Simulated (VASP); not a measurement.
# HoAuF4 (P-1) in VASP: relaxation of cell and atoms with PBE

Aim: the relaxation of cell and atoms of HoAuF4 with PBE.

Program: VASP 6.6.1. These are calculated values, not measurements. Logs are shortened: lines on timing, memory, paths and dates and some standing lists are left out, and cuts for length are marked.

**1. The cell of the first run**

The typed cell holds 6 atoms: a = 3.635 Å, b = 4.255 Å, c = 6.684 Å, α = 72.39°, β = 89.17°, γ = 89.19°.

The cell was built from a structure type or drawn by symmetry, and may not be a known phase.

**2. Relaxation of cell and atoms, PBE**

The input, INCAR:

```
SYSTEM = HoAuF4
  PREC = Accurate
  ENCUT = 600
  EDIFF = 1E-7
  ISMEAR = 0
  SIGMA = 0.1
  LREAL = .False.
  LASPH = .True.
  NELM = 200
  ALGO = Normal
  ISIF = 3
  LWAVE = .False.
  LCHARG = .False.
  GGA = PE
  IBRION = 2
  NSW = 90
  EDIFFG = -0.04
  GGA_COMPAT = .False.
  NELMIN = 4
  LMAXMIX = 6
```

The input, KPOINTS:

```
regular mesh
0
Gamma
  6 4 4
  0 0 0
```

The input, POSCAR:

```
HoAuF4
1.0
    3.6347314979      0.0000000000      0.0000000000
    0.0600744811      4.2550425131      0.0000000000
    0.0972116751      2.0206577293      6.3709715407
Ho Au F
1 1 4
Direct
    0.0000000000      0.0000000000      0.5000000000
    0.0000000000      0.5000000000      0.0000000000
    0.5029469776      0.1006991365      0.3053905953
    0.4970530224      0.8993008635      0.6946094047
    0.0000000000      0.5000000000      0.5000000000
    0.0000000000      0.0000000000      0.0000000000
```

Potentials or basis: VASP PAW PBE potentials, release 64 (Ho_3, Au, F), 4f in core.

The run is started by

```bash
$ cat potpaw_PBE.64/Ho_3/POTCAR potpaw_PBE.64/Au/POTCAR potpaw_PBE.64/F/POTCAR > POTCAR
$ mpirun -np 1 vasp_std > vasp.out
```

OUTCAR:

```text
SYSTEM = HoAuF4
   PREC = Accurate
   ENCUT = 600
   EDIFF = 1E-7
   ISMEAR = 0
   LREAL = .False.
   LASPH = .True.
   NELM = 200
   ISIF = 3
   GGA = PE
   IBRION = 2
   NSW = 90
   EDIFFG = -0.04
   NELMIN = 4

 ion  position               nearest neighbor table
   1  0.000  0.000  0.500-   5 2.13   5 2.13   3 2.20   4 2.20   4 2.20   3 2.20   2 3.38   2 3.38

   2  0.000  0.500  0.000-   6 2.13   6 2.13   1 3.38   1 3.38
   3  0.503  0.101  0.305-   1 2.20   1 2.20
   4  0.497  0.899  0.695-   1 2.20   1 2.20
   5  0.000  0.500  0.500-   1 2.13   1 2.13
   6  0.000  0.000  0.000-   2 2.13   2 2.13

  LATTYP: Found a triclinic cell.
 ALAT       =     4.2554665704
 B/A-ratio  =     2.1370370912
 C/A-ratio  =     0.8541323114
 COS(alpha) =     0.0025222191
 COS(beta)  =     0.0141170140
 COS(gamma) =     0.7135518234

  Lattice vectors:

 A1 = (  -0.0600744811,  -4.2550425131,   0.0000000000)
 A2 = (  -0.0229372871,  -6.4894272969,   6.3709715407)
 A3 = (  -3.6347314979,   0.0000000000,   0.0000000000)

Analysis of symmetry for initial positions (statically):
=====================================================================
 Subroutine PRICEL returns:
 Original cell was already a primitive cell.

 Routine SETGRP: Setting up the symmetry group for a
 triclinic supercell.

 Subroutine GETGRP returns: Found  2 space group operations
 (whereof  2 operations were pure point group operations)
 out of a pool of  2 trial point group operations.

The static configuration has the point symmetry S_2 .

Analysis of symmetry for dynamics (positions and initial velocities):
=====================================================================
 Subroutine PRICEL returns:
 Original cell was already a primitive cell.

 Routine SETGRP: Setting up the symmetry group for a
 triclinic supercell.

 Subroutine GETGRP returns: Found  2 space group operations
 (whereof  2 operations were pure point group operations)
 out of a pool of  2 trial point group operations.

The dynamic configuration has the point symmetry S_2 .

 Subroutine INISYM returns: Found  2 space group operations
 (whereof  2 operations are pure point group operations),
 and found     1 'primitive' translations

----------------------------------------------------------------------------------------

                                     Primitive cell

  volume of cell :      98.5330

  direct lattice vectors                    reciprocal lattice vectors
     3.634731498  0.000000000  0.000000000     0.275123486 -0.003884309 -0.002966008
     0.060074481  4.255042513  0.000000000     0.000000000  0.235015278 -0.074538936
     0.097211675  2.020657729  6.370971541     0.000000000  0.000000000  0.156961932

  length of vectors
     3.634731498  4.255466570  6.684443592     0.275166890  0.246552700  0.156961932

  position of ions in fractional coordinates (direct lattice)
     0.000000000  0.000000000  0.500000000
     0.000000000  0.500000000  0.000000000
     0.502946978  0.100699136  0.305390595
     0.497053022  0.899300864  0.694609405
     0.000000000  0.500000000  0.500000000
     0.000000000  0.000000000  0.000000000

  ion indices of the primitive-cell ions
   primitive index   ion index
                 1           1
                 2           2
                 3           3
                 4           4
                 5           5
                 6           6

----------------------------------------------------------------------------------------

 KPOINTS: regular mesh

Automatic generation of k-mesh.
 Grid dimensions read from file:
 generate k-points for:    6    4    4

 Generating k-lattice:

  Cartesian coordinates                     Fractional coordinates (reciprocal lattice)
     0.045853914 -0.000647385 -0.000494335     0.166666667  0.000000000  0.000000000
     0.000000000  0.058753820 -0.018634734     0.000000000  0.250000000  0.000000000
     0.000000000  0.000000000  0.039240483     0.000000000  0.000000000  0.250000000

  Length of vectors
     0.045861148  0.061638175  0.039240483

  Shift w.r.t. Gamma in fractional coordinates (k-lattice)
     0.000000000  0.000000000  0.000000000

 Subroutine IBZKPT returns following result:
 ===========================================

 Found     52 irreducible k-points:

 Following reciprocal coordinates:
            Coordinates               Weight
  0.000000  0.000000  0.000000      1.000000
  0.166667  0.000000  0.000000      2.000000
  0.333333 -0.000000  0.000000      2.000000
  0.500000 -0.000000  0.000000      1.000000
  0.000000  0.250000 -0.000000      2.000000
  0.166667  0.250000 -0.000000      2.000000
[... 16 lines left out ...]
  0.333333  0.250000  0.250000      2.000000
  0.500000  0.250000  0.250000      2.000000
 [... further k-points ...]
   k-points           NKPTS =     52   k-points in BZ     NKDIM =     52   number of bands    NBANDS=     28
   number of dos      NEDOS =    301   number of ions     NIONS =      6
   total plane-waves  NPLWV =  58320
   dimension x,y,z NGX =    30 NGY =   36 NGZ =   54
   dimension x,y,z NGXF=    60 NGYF=   72 NGZF=  108
   ions per type =               1   1   4
   NGX,Y,Z   is equivalent  to a cutoff of  13.72, 14.06, 13.43 a.u.
   NGXF,Y,Z  is equivalent  to a cutoff of  27.44, 28.13, 26.86 a.u.
 SYSTEM =  HoAuF4
   PREC   = accura    normal or accurate (medium, high low for compatibility)
   ISTART =      0    job   : 0-new  1-cont  2-samecut
   ICHARG =      2    charge: 1-file 2-atom 10-const
   ISPIN  =      1    spin polarized calculation?
   LNONCOLLINEAR =      F non collinear calculations
   LSORBIT =      F    spin-orbit coupling
   LASPH  =      T    aspherical Exc in radial PAW
   ENCUT  =  600.0 eV  44.10 Ry    6.64 a.u.   7.26  8.50 13.35*2*pi/ulx,y,z
   NELM   =    200;   NELMIN=  4; NELMDL= -5     # of ELM steps
   EDIFF  = 0.1E-06   stopping-criterion for ELM
   LREAL  =      F    real-space projection
   EDIFFG = -.4E-01   stopping-criterion for IOM
   NSW    =     90    number of steps for IOM
   IBRION =      2    ionic relax: 0-MD 1-quasi-New 2-CG
   NFREE  =      1    steps in history (QN), initial steepest desc. (CG)
   ISIF   =      3    stress and relaxation
   ISYM   =      2    0-nonsym 1-usesym 2-fastsym
   POTIM  = 0.5000    time-step for ionic-motion
   TEBEG  =    0.0;   TEEND  =   0.0 temperature during run
   PSTRESS=    0.0 pullay stress
   NELECT =      48.0000    total number of electrons
   NUPDOWN=      -1.0000    fix difference up-down
   EMIN   =  10.00;   EMAX   =-10.00  energy-range for DOS
   EFERMI =   0.00;   METHOD = LEGACY
   ISMEAR =     0;   SIGMA  =   0.10  broadening in eV -4-tet -1-fermi 0-gaus
   EFERMI_NEDOS =   21; number of points for ismear=-14 and -15
   IALGO  =     38    algorithm
   IMIX   =      4    mixing-type and parameters
     AMIX     =   0.40;   BMIX     =  1.00
     AMIX_MAG =   1.60;   BMIX_MAG =  1.00
  volume/ion in A,a.u.               =      16.42       110.82
  Fermi-wavevector in a.u.,A,eV,Ry     =   1.288135  2.434222 22.576024  1.659291
  Thomas-Fermi vector in A             =   2.420107
   LORBIT       =      0    0 simple, 1 ext, 2 COOP (PROOUT), +10 PAW based schemes
   GGA     = PE    functional components
   LHFCALC =     F    Hartree Fock is set to
   AEXX    =    0.0000 exact exchange contribution
   IVDW    =     0    specifies the selected vdW correction
   LEPSILON=     F    determine dielectric tensor
   LRPA    =     F    only Hartree local field effects (RPA)
 conjugate gradient relaxation of ions
 non-spin polarized calculation
 Gauss-broadening in eV      SIGMA  =   0.10
  energy-cutoff  :      600.00
  volume of cell :       98.53
 maximum number of plane-waves:      3309
 NGX is ok and might be reduce to    30
   NGX = 15   NGY = 17   NGZ = 27

--------------------------------------- Ionic step        1  -------------------------------------------

 number of electron      47.9999993 magnetization

 Free energy of the ion-electron system (eV)
  ---------------------------------------------------
  ext. energy  EPLUGINS =         0.00000000
  ---------------------------------------------------
  free energy    TOTEN  =       -31.31433637 eV

  energy without entropy =      -31.31432785  energy(sigma->0) =      -31.31433211

------------------------ aborting loop because EDIFF is reached ----------------------------------------

  FORCE on cell =-STRESS in cart. coord.  units (eV):
  Direction    XX          YY          ZZ          XY          YZ          ZX
  --------------------------------------------------------------------------------------
  -------------------------------------------------------------------------------------
  Total        0.7402989      0.9738127      3.0120133     -0.1183318     -0.4547293     -0.1377435
  in kB       12.0374858     15.8344908     48.9762534     -1.9241116     -7.3940365     -2.2397507
  external PRESSURE =      25.6160766 kB  Pullay stress =       0.0000000 kB
[... 101 lines left out ...]
  FREE ENERGIE OF THE ION-ELECTRON SYSTEM (eV)
  ---------------------------------------------------
  free  energy   TOTEN  =       -31.3664450546 eV

  energy  without entropy=      -31.3664287059  energy(sigma->0) =      -31.36643688

[... ionic steps 4 to 11 ...]

--------------------------------------- Ionic step       12  -------------------------------------------

 number of electron      48.0000035 magnetization

------------------------ aborting loop because EDIFF is reached ----------------------------------------

  FORCE on cell =-STRESS in cart. coord.  units (eV):
  Direction    XX          YY          ZZ          XY          YZ          ZX
  --------------------------------------------------------------------------------------
  -------------------------------------------------------------------------------------
  Total       -0.2606856     -0.1774893     -0.1022965      0.0379150      0.1845510     -0.0195438
  in kB       -3.6997510     -2.5189969     -1.4518318      0.5381043      2.6192188     -0.2773730
  external PRESSURE =      -2.5568599 kB  Pullay stress =       0.0000000 kB
[... 65 lines left out ...]
  energy  without entropy=      -31.5500171150  energy(sigma->0) =      -31.55013114

--------------------------------------- Ionic step       14  -------------------------------------------

 number of electron      48.0000034 magnetization

 Free energy of the ion-electron system (eV)
  ---------------------------------------------------
  ext. energy  EPLUGINS =         0.00000000
  ---------------------------------------------------
  free energy    TOTEN  =       -31.55130940 eV

  energy without entropy =      -31.55108414  energy(sigma->0) =      -31.55119677

 E-fermi :   0.4200     XC(G=0):  -8.6230

 val. band max:        0.2490478408   @ k =   0.5000   0.5000   0.5000
 cond. band min:       0.5542762724   @ k =   0.0000   0.0000   0.0000
 fundamental gap:      0.3052284316
 Fermi energy:         0.4200480715

 k-point     1 :       0.0000    0.0000    0.0000
  band No.  band energies     occupation
      1     -24.1013      2.00000
      2     -23.2860      2.00000
      3     -22.9487      2.00000
      4     -22.7207      2.00000
      5     -22.6037      2.00000
      6     -22.1853      2.00000
[... 733 lines left out ...]
     27       5.3415      0.00000
     28       5.7041      0.00000

 [... further k-points ...]
[... 5 lines left out ...]
  --------------------------------------------------------------------------------------
  -------------------------------------------------------------------------------------
  Total       -0.1122741      0.0311057     -0.0199863      0.0339705      0.1455526      0.0487836
  in kB       -1.5967067      0.4423698     -0.2842352      0.4831115      2.0699771      0.6937763
  external PRESSURE =      -0.4795240 kB  Pullay stress =       0.0000000 kB
[... 21 lines left out ...]
  FREE ENERGIE OF THE ION-ELECTRON SYSTEM (eV)
  ---------------------------------------------------
  free  energy   TOTEN  =       -31.5513093961 eV

  energy  without entropy=      -31.5510841360  energy(sigma->0) =      -31.55119677

 reached required accuracy - stopping structural energy minimisation
```

It took 19 min on 1 thread of Intel Xeon 6975P-C (Granite Rapids), shared host; peak memory 0.35 GiB.

What came out:

```yaml
Free_energy: -31.5513 eV
Relaxed_volume: 18.78 Å³/atom
Relaxed_cell: a = 3.526 Å, b = 4.243 Å, c = 7.731 Å, α = 76.92°, β = 90.16°, γ = 90.26°
Space_group_after_relaxing_to_0.1_Å: P2/m (No. 10)
Energy_gained_by_relaxing: 39.5 meV/atom
Ionic_steps: 14
Pressure_after_relaxing: 0.0 GPa
Largest_force_after_relaxing: 0.033 eV/Å
Band_gap_on_the_k_mesh: 0.31 eV (least direct gap 1.70 eV)
```

Forces in eV/Å, atoms in the order of the input:
```
Ho   0.000  0.000  0.000
Au   0.000  0.000  0.000
F   -0.009 -0.030 -0.011
F    0.009  0.030  0.011
F    0.000  0.000  0.000
F    0.000  0.000  0.000
```

Step by step:
| step | energy change (eV) | largest force (eV/Å) | pressure (GPa) | volume (Å³) |
| --- | --- | --- | --- | --- |
| 1 | 0.0000 | 0.1856 | 2.56 | 98.53 |
| 2 | -0.0511 | 0.2945 | -0.45 | 102.31 |
| 3 | -0.0521 | 0.3746 | -0.95 | 103.00 |
| 4 | -0.0996 | 0.4243 | -0.48 | 103.75 |
| 5 | -0.1630 | 0.5134 | 1.12 | 105.53 |
| 6 | -0.1936 | 0.4144 | 0.71 | 106.94 |
| 7 | -0.2112 | 0.2714 | 0.27 | 108.81 |
| 8 | -0.2115 | 0.2522 | 0.21 | 109.05 |
| 9 | -0.2192 | 0.1928 | 0.26 | 109.56 |
| 10 | -0.2325 | 0.0801 | 0.40 | 111.08 |
| 11 | -0.2334 | 0.1267 | 0.43 | 111.67 |
| 12 | -0.2359 | 0.0423 | -0.26 | 112.89 |
| 13 | -0.2359 | 0.0452 | -0.18 | 112.77 |
| 14 | -0.2370 | 0.0334 | -0.05 | 112.66 |

Final structure:
```yaml
crystal:
  lattice:
    - [3.52609, -0.03292, -0.02153]
    - [0.01975, 4.24164, -0.08476]
    - [0.04160, 1.89954, 7.49397]
  atoms:
    - { symbol: Ho, position: [0.00000, 0.00000, 0.50000] }
    - { symbol: Au, position: [0.00000, 0.50000, 0.00000] }
    - { symbol: F, position: [0.49968, 0.08491, 0.32633] }
    - { symbol: F, position: [0.50032, 0.91509, 0.67367] }
    - { symbol: F, position: [0.00000, 0.50000, 0.50000] }
    - { symbol: F, position: [0.00000, 0.00000, 0.00000] }
```

Caveat: a cell axis changed by over 15 % at a fixed basis, so the end point is rough; spin-orbit coupling is left out, which moves the levels of the heavy elements; the 4f electrons are frozen in the core, so they carry no moment and show no levels. Spin polarisation is off, so any magnetic state and its effect on volume and gap are missing.
